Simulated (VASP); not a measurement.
A run of VASP 6.6.1 is set up as follows.

Contents of INCAR:

```
PREC     = Accurate       # precision mode
ENCUT    = 520            # plane-wave cutoff, eV
EDIFF    = 1E-6           # SCF threshold, eV
ISMEAR   = 0              # smearing method
SIGMA    = 0.15           # smearing width, eV
LREAL    = False          # projectors in reciprocal space
LASPH    = True           # aspherical terms in the spheres
NELM     = 60             # most SCF steps
ALGO     = Normal         # electronic algorithm
ISIF     = 2              # what is computed and relaxed
LWAVE    = False          # write WAVECAR
LCHARG   = True           # write CHGCAR
GGA      = PS             # functional
LELF     = True           # ELF
LVHAR    = True         
NBANDS   = 24             # bands
```

Contents of KPOINTS:

```
regular mesh
0
Gamma
  12 12 12
```

Contents of POSCAR:

```
TaF3
1.0
    3.9012000000      0.0000000000      0.0000000000
    0.0000000000      3.9012000000      0.0000000000
    0.0000000000      0.0000000000      4.0182360000
Ta F
1 3
Direct
    0.0000000000      0.0000000000      0.0000000000
    0.5000000000      0.0000000000      0.0000000000
    0.0000000000      0.5000000000      0.0000000000
    0.0000000000      0.0000000000      0.5000000000
```

Potentials or basis: VASP PAW PBE potentials, release 64 (Ta_pv, F).

Command:

```console
$ cat potpaw_PBE.64/Ta_pv/POTCAR potpaw_PBE.64/F/POTCAR > POTCAR
$ mpirun -np 1 vasp_std > vasp.out
```

(1) Estimate the band gap on the k mesh.

(2) What does it give for the pressure?

## Answers

(1) zero (bands 16 and 17 overlap by 2.85 eV).

(2) 15.5 GPa.

Caveat: the cell differs from its parent crystal (strain +0.000 along x and y, +0.030 along z); the stress differs along the axes, from 8 to 19 GPa; the PAW data sets were made with another functional, which shifts forces and pressure a little; spin-orbit coupling is left out, which moves the levels of the heavy elements.
